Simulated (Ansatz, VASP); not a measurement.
**One calculation of PbS, two programs**

```xyz
2
Lattice="0.0000 2.9519 2.9519 2.9519 0.0000 2.9519 2.9519 2.9519 0.0000" Properties=species:S:1:pos:R:3 pbc="T T T"
Pb    0.0000    0.0000    0.0000
S     2.9519    2.9519    2.9519
```

Alike in both runs: task single point; functional PBEsol; k mesh 10 × 10 × 10; occupations gaussian, width 0.01 eV; no spin polarisation.

```csv
,VASP,Ansatz
version,VASP 6.6.1,Ansatz 0.2.0
potentials or method,"VASP PAW PBE potentials, release 64 (Pb_d, S), cutoff 520 eV","scalar-relativistic, plane waves, PAW"
valence electrons in the cell,20,20
```

|  | VASP | Ansatz | Ansatz less VASP |
| --- | --- | --- | --- |
| gap on the k mesh at the Fermi level (eV) | 0.20 | 0.20 | +0.002 |
| least direct gap on the mesh (eV) | 0.20 | 0.20 | +0.002 |

VASP's potentials were made for PBE, not for PBEsol, and Ansatz warns of the same on its side. The functional is the same, so the differences come from potentials, cutoffs and numerics.

Neither program's run includes spin-orbit coupling.
